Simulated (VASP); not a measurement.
# CdS (Cm) in VASP: notebook, part 2 of 2

VASP 6.6.1.

**3. Single point, PBE (atom 3 (S) moved by (+0.200, +0.200) A along y and z)**

Input file INCAR:

```
SYSTEM = CdS
  ALGO = Normal
  EDIFF = 1E-6
  ENCUT = 520
  GGA = PE
  ISIF = 2
  ISMEAR = 0
  LASPH = .TRUE.
  LCHARG = .FALSE.
  LREAL = .FALSE.
  LWAVE = .FALSE.
  NBANDS = 26
  NELM = 60
  PREC = Accurate
  SIGMA = 0.05
```

Input file KPOINTS:

```
k-points
0
G
  12 12 4
  0 0 0
```

Input file POSCAR:

```
CdS
1.0
    4.1347992034      0.0000000000      0.0000000000
   -2.0673996017      3.5808411497      0.0000000000
    0.0000000000      0.0000000000      6.7490000000
Cd S
2 2
Direct
    0.3333333333      0.6666666667      0.0000000000
    0.6666666667      0.3333333333      0.5000000000
    0.3612597327      0.7225194654      0.4146340199
    0.6666666667      0.3333333333      0.8850000000
```

Potentials or basis: VASP PAW PBE potentials, release 64 (Cd, S).

Command:

```sh
> cat potpaw_PBE.64/Cd/POTCAR potpaw_PBE.64/S/POTCAR > POTCAR
> mpirun -np 1 vasp_std > vasp.out
```

OUTCAR:

```text
SYSTEM = CdS
   EDIFF = 1E-6
   ENCUT = 520
   GGA = PE
   ISIF = 2
   ISMEAR = 0
   LASPH = .TRUE.
   LREAL = .FALSE.
   NELM = 60
   PREC = Accurate

 ion  position               nearest neighbor table
   1  0.333  0.667  0.000-   4 2.51   4 2.51   4 2.51   3 2.81
   2  0.667  0.333  0.500-   3 2.26   3 2.56   3 2.56   4 2.60
   3  0.361  0.723  0.415-   2 2.26   2 2.56   2 2.56   1 2.81
   4  0.667  0.333  0.885-   1 2.51   1 2.51   1 2.51   2 2.60

  LATTYP: Found a hexagonal cell.
 ALAT       =     4.1347992034
 C/A-ratio  =     1.6322437120

  Lattice vectors:

 A1 = (   4.1347992034,   0.0000000000,   0.0000000000)
 A2 = (  -2.0673996017,   3.5808411497,   0.0000000000)
 A3 = (   0.0000000000,   0.0000000000,   6.7490000000)

Analysis of symmetry for initial positions (statically):
=====================================================================
 Subroutine PRICEL returns:
 Original cell was already a primitive cell.

 Routine SETGRP: Setting up the symmetry group for a
 hexagonal supercell.

 Subroutine GETGRP returns: Found  2 space group operations
 (whereof  2 operations were pure point group operations)
 out of a pool of 24 trial point group operations.

The static configuration has the point symmetry C_1h.

Analysis of symmetry for dynamics (positions and initial velocities):
=====================================================================
 Subroutine PRICEL returns:
 Original cell was already a primitive cell.

 Routine SETGRP: Setting up the symmetry group for a
 hexagonal supercell.

 Subroutine GETGRP returns: Found  2 space group operations
 (whereof  2 operations were pure point group operations)
 out of a pool of 24 trial point group operations.

The dynamic configuration has the point symmetry C_1h.
[... 117 lines left out ...]
   EFERMI =   0.00;   METHOD = LEGACY
   ISMEAR =     0;   SIGMA  =   0.05  broadening in eV -4-tet -1-fermi 0-gaus
   EFERMI_NEDOS =   21; number of points for ismear=-14 and -15
   IALGO  =     38    algorithm
   IMIX   =      4    mixing-type and parameters
     AMIX     =   0.40;   BMIX     =  1.00
     AMIX_MAG =   1.60;   BMIX_MAG =  1.00
  volume/ion in A,a.u.               =      24.98       168.58
  Fermi-wavevector in a.u.,A,eV,Ry     =   1.164884  2.201312 18.462491  1.356955
  Thomas-Fermi vector in A             =   2.301417
   LORBIT       =      0    0 simple, 1 ext, 2 COOP (PROOUT), +10 PAW based schemes
   GGA     = PE    functional components
   LHFCALC =     F    Hartree Fock is set to
   AEXX    =    0.0000 exact exchange contribution
   IVDW    =     0    specifies the selected vdW correction
   LEPSILON=     F    determine dielectric tensor
   LRPA    =     F    only Hartree local field effects (RPA)
 non-spin polarized calculation
 Gauss-broadening in eV      SIGMA  =   0.05
  energy-cutoff  :      520.00
  volume of cell :       99.93
 maximum number of plane-waves:      2731
   NGX = 15   NGY = 15   NGZ = 25

 number of electron      35.9999992 magnetization

 Free energy of the ion-electron system (eV)
  ---------------------------------------------------
  ext. energy  EPLUGINS =         0.00000000
  ---------------------------------------------------
  free energy    TOTEN  =       -11.87539371 eV

  energy without entropy =      -11.87539371  energy(sigma->0) =      -11.87539371

 E-fermi :   1.5774     XC(G=0):  -9.1055

 val. band max:        1.3153097226   @ k =   0.0000   0.0000   0.0000
 cond. band min:       2.5056653117   @ k =   0.0000   0.0000   0.0000
 fundamental gap:      1.1903555891
 Fermi energy:         1.5773981523

 k-point     1 :       0.0000    0.0000    0.0000
  band No.  band energies     occupation
      1     -11.1817      2.00000
      2     -10.7533      2.00000
      3      -6.6870      2.00000
      4      -6.5443      2.00000
      5      -6.4548      2.00000
      6      -6.4485      2.00000
[... 685 lines left out ...]
     25       9.7503      0.00000
     26      10.2274      0.00000

 [... further k-points ...]

------------------------ aborting loop because EDIFF is reached ----------------------------------------

  FORCE on cell =-STRESS in cart. coord.  units (eV):
  Direction    XX          YY          ZZ          XY          YZ          ZX
  --------------------------------------------------------------------------------------
  -------------------------------------------------------------------------------------
  Total        1.3945794      6.4761105      0.4169250      0.0000000      1.2055815      0.0000000
  in kB       22.3601610    103.8355161      6.6848185      0.0000000     19.3298399      0.0000000
  external PRESSURE =      44.2934985 kB  Pullay stress =       0.0000000 kB

 VOLUME and BASIS-vectors are now :
 -----------------------------------------------------------------------------
  energy-cutoff  :      520.00
  volume of cell :       99.93
      direct lattice vectors                 reciprocal lattice vectors
     4.134799203  0.000000000  0.000000000     0.241849713  0.139631997  0.000000000
    -2.067399602  3.580841150  0.000000000     0.000000000  0.279263994  0.000000000
     0.000000000  0.000000000  6.749000000     0.000000000  0.000000000  0.148170099

 POSITION                                       TOTAL-FORCE (eV/Angst)
 -----------------------------------------------------------------------------------
     -0.00000      2.38723      0.00000        -0.000000      0.046540      0.556364
      2.06740      1.19361      3.37450         0.000000      2.220288      0.606409
      0.00000      2.58723      2.79837        -0.000000     -2.368174     -1.413926
      2.06740      1.19361      5.97286        -0.000000      0.101347      0.251153
 -----------------------------------------------------------------------------------
    total drift:                               -0.000000      0.000094     -0.000478

  FREE ENERGIE OF THE ION-ELECTRON SYSTEM (eV)
  ---------------------------------------------------
  free  energy   TOTEN  =       -11.8753937120 eV

  energy  without entropy=      -11.8753937120  energy(sigma->0) =      -11.87539371
```

OSZICAR:

```text
N       E                     dE             d eps       ncg     rms          rms(c)
DAV:   1     0.249769951829E+03    0.24977E+03   -0.17603E+04  8528   0.127E+03
DAV:   2     0.817994168384E+00   -0.24895E+03   -0.24040E+03  9210   0.320E+02
DAV:   3    -0.128812034816E+02   -0.13699E+02   -0.13614E+02 10378   0.754E+01
DAV:   4    -0.130235741897E+02   -0.14237E+00   -0.14223E+00  9702   0.742E+00
DAV:   5    -0.130257546832E+02   -0.21805E-02   -0.21803E-02 10044   0.919E-01    0.123E+01
DAV:   6    -0.118984986385E+02    0.11273E+01   -0.20253E+00 11240   0.149E+01    0.948E+00
DAV:   7    -0.118820879506E+02    0.16411E-01   -0.84593E-01  8958   0.494E+00    0.403E+00
DAV:   8    -0.118764284904E+02    0.56595E-02   -0.11102E-01  9244   0.332E+00    0.611E-01
DAV:   9    -0.118750754044E+02    0.13531E-02   -0.17536E-02  9506   0.167E+00    0.172E-01
DAV:  10    -0.118751981597E+02   -0.12276E-03   -0.11837E-03  9238   0.339E-01    0.981E-02
DAV:  11    -0.118753049082E+02   -0.10675E-03   -0.19954E-04  9644   0.994E-02    0.638E-02
DAV:  12    -0.118753869172E+02   -0.82009E-04   -0.93289E-05  8696   0.486E-02    0.227E-02
DAV:  13    -0.118753924458E+02   -0.55286E-05   -0.80387E-06 10136   0.177E-02    0.698E-03
DAV:  14    -0.118753935586E+02   -0.11128E-05   -0.10813E-06  7430   0.627E-03    0.280E-03
DAV:  15    -0.118753937120E+02   -0.15331E-06   -0.24649E-07  6702   0.291E-03
   1 F= -.11875394E+02 E0= -.11875394E+02  d E =-.571792E-16
```

stdout:

```text
POSCAR found type information on POSCAR CdS
 POSCAR found :  2 types and       4 ions
 scaLAPACK will be used
 LDA part: xc-table for (Slater+PW92), standard interpolation
 POSCAR, INCAR and KPOINTS ok, starting setup
 FFT: planning ... GRIDC
 FFT: planning ... GRID_SOFT
 FFT: planning ... GRID
 WAVECAR not read
 entering main loop
```

Wall time 5.9 min (1 thread of AMD EPYC 7R43 (Zen 3), shared host); peak memory 0.43 GiB.

Results:

```
Free energy            : -11.8754 eV
Pressure               : 4.4 GPa
Largest force          : 2.758 eV/Å
Band gap on the k mesh : 1.19 eV
```

Forces on the atoms (eV/Å):
```
Cd   0.000  0.047  0.556
Cd   0.000  2.220  0.606
S    0.000 -2.368 -1.414
S    0.000  0.101  0.251
```

Caveat: the cell differs from its parent crystal (atom 3 (S) moved by (+0.200, +0.200) A along y and z); the cell stands under pressure; forces of over 1 eV/Å act on the atoms, so gaps and moduli don't describe the material at rest. A k mesh can miss the band edges.
